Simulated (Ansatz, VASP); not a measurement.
**CdS in VASP and in Ansatz**

POSCAR

```
CdS
1.0
    0.0000000000      2.9165000000      2.9165000000
    2.9165000000      0.0000000000      2.9165000000
    2.9165000000      2.9165000000      0.0000000000
Cd S
1 1
Direct
    0.0000000000      0.0000000000      0.0000000000
    0.7500000000      0.7500000000      0.7500000000
```

The input INCAR.step1:

```
  ALGO = Normal
  EDIFF = 1E-4
  ENCUT = 520
  GGA = PE
  ISMEAR = 0
  ISPIN = 2
  LASPH = True
  LCHARG = False
  LREAL = False
  LWAVE = True
  MAGMOM = 0.5 0
  NBANDS = 20
  NELM = 150
  PREC = Accurate
  SIGMA = 0.025
```

The input INCAR.step2:

```
  ALGO = Normal
  EDIFF = 1E-7
  ENCUT = 520
  ISIF = 2
  ISMEAR = 0
  ISPIN = 2
  ISTART = 1
  IVDW = 12
  LASPH = True
  LCHARG = True
  LELF = True
  LMIXTAU = True
  LORBIT = 11
  LREAL = False
  LVHAR = True
  LWAVE = False
  MAGMOM = 0.5 0
  METAGGA = R2SCAN
  NBANDS = 20
  NELM = 150
  PREC = Accurate
  SIGMA = 0.025
  VDW_A1 = 0.49484001
  VDW_A2 = 5.73083694
  VDW_S6 = 1.0
  VDW_S8 = 0.78981345
```

Contents of KPOINTS:

```
k-points
0
Gamma
  8 8 8
```

input.yaml

```yaml
crystal:
  lattice:
    - [0.0, 2.9165, 2.9165]
    - [2.9165, 0.0, 2.9165]
    - [2.9165, 2.9165, 0.0]
  atoms:
    - { symbol: Cd, position: [0.0, 0.0, 0.0], spin: 0.5 }
    - { symbol: S, position: [0.75, 0.75, 0.75] }
hamiltonian:
  xc: r2scan
  pseudopotentials: { kind: nc, source: spms }
  dispersion: d3bj
magnetization:
  spin_polarized: true
kpoints:
  mp_grid: { grid: [8, 8, 8] }
scf:
  occupations: { method: gaussian, width: 0.025 }
output:
  forces: true
  stress: true
  eigenvalues: true
  write_density: true
  write_potential: true
  elf: true
  volumetric_format: npy
```

Alike in both runs: task single point; functional r2SCAN; dispersion D3(BJ); k mesh 8 × 8 × 8; occupations gaussian, width 0.025 eV; collinear spin.

|  | VASP | Ansatz |
| --- | --- | --- |
| version | VASP 6.6.1 | Ansatz 0.2.0 |
| potentials or method | VASP PAW PBE potentials, release 64 (Cd, S) | SPMS NC |
| plane-wave cutoff (eV) | 520 | 653 |
| valence electrons in the cell | 18 | 26 |

VASP gave:

* gap on the k mesh at the Fermi level (eV): 1.59
* least direct gap on the mesh (eV): 1.59
* pressure (GPa): 0.8
* net moment per atom (μB): 0.00

Which values does Ansatz return?

gap on the k mesh at the Fermi level (eV): 1.39; least direct gap on the mesh (eV): 1.39; pressure (GPa): 0.0; net moment per atom (μB): 0.00.

VASP's potentials were made for PBE, not for r2SCAN. VASP's potentials hold 18 valence electrons a cell and Ansatz's 26, so a difference there can come from the potentials and not from the codes.

Noted on Ansatz's run: the meta-GGA runs on potentials made for a GGA.
